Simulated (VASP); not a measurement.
DyAgH2, 8 atoms in the cell. The typed cell holds 8 atoms: a = 5.035 Å, b = 5.035 Å, c = 5.836 Å, α = 90.00°, β = 90.00°, γ = 90.00°. The cell was generated, and may not be a known phase.

| Property | Result |
| --- | --- |
| Program | VASP 6.6.1 |
| Task | single point |
| Functional | PBE |
| Potentials or basis | VASP PAW PBE potentials, release 64 (Dy_3, Ag, H), 4f in core |
| Cutoff | 500 eV |
| k mesh | 4 × 4 × 3 |
| Occupations | gaussian, width 0.2 eV |
| Spin | no spin polarisation |
| Dipole correction | no |
| Further INCAR settings | ALGO = Normal; EDIFF = 1e-06; NBANDS = 32 |

Potentials or basis: VASP PAW PBE potentials, release 64 (Dy_3, Ag, H), 4f in core.

Run with:

```bash
$ cat potpaw_PBE.64/Dy_3/POTCAR potpaw_PBE.64/Ag/POTCAR potpaw_PBE.64/H/POTCAR > POTCAR
$ mpirun -np 1 vasp_std > vasp.out
```

Hardware: 1 thread of AMD EPYC 7R13 Processor (Zen 3) (shared host).

Problem. How long does it take, and how much memory?

Solution. Run time: 66 s on 1 thread of AMD EPYC 7R13 Processor (Zen 3), on a shared host, peak memory 0.25 GiB. Counts: scf iterations 15, k points 12.
